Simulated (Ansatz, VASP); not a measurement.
**One calculation of AlIn, two programs**

The input INCAR:

```
ALGO = Fast ; EDIFF = 1E-6
ENCUT = 520 ; GGA = PE
ISIF = 2 ; ISMEAR = -1
LASPH = True ; LCHARG = False
LREAL = False ; LWAVE = False
NBANDS = 15 ; NELM = 80
PREC = Accurate ; SIGMA = 0.05
```

The input KPOINTS:

```
k-points
0
Gamma
  8 8 4
```

The input POSCAR:

```
AlIn
1.0
    3.0541300000      0.0000000000      0.0000000000
   -1.5270700000      2.6449600000      0.0000000000
    0.0000000000      0.0000000000      5.9445804000
Al In
1 1
Direct
    0.0000000000      0.0000000000      0.0000000000
    0.0000000000      0.0000000000      0.5000000000
```

File input.yaml:

```yaml
crystal:
  lattice:
    - [3.05413, 0.0, 0.0]
    - [-1.52707, 2.64496, 0.0]
    - [0.0, 0.0, 5.9445804]
  atoms:
    - { symbol: Al, position: [0.0, 0.0, 0.0] }
    - { symbol: In, position: [0.0, 0.0, 0.5] }
hamiltonian:
  xc: pbe
  pseudopotentials: { kind: paw }
kpoints:
  mp_grid: { grid: [8, 8, 4] }
scf:
  occupations: { method: fermi_dirac, width: 0.05 }
output:
  forces: true
  stress: true
  eigenvalues: true
```

Alike in both runs: task single point; functional PBE; k mesh 8 × 8 × 4; occupations fermi-dirac, width 0.05 eV; no spin polarisation.

```csv
,VASP,Ansatz
version,VASP 6.6.1,Ansatz 0.2.0
potentials or method,"VASP PAW PBE potentials, release 64 (Al, In_d)",Ansatz PAW
plane-wave cutoff (eV),520,420
valence electrons in the cell,16,16
```

|  | VASP | Ansatz | Ansatz less VASP |
| --- | --- | --- | --- |
| gap on the k mesh at the Fermi level (eV) | none | none | - |
| pressure (GPa) | -0.6 | -0.7 | -0.08 |
| traceless stress, the component that is largest in VASP (GPa) | -0.36 | -0.36 | +0.007 |

A gap of «none» marks a metal or a gap that the smearing closes. The functional is the same, so the differences come from potentials, cutoffs and numerics.
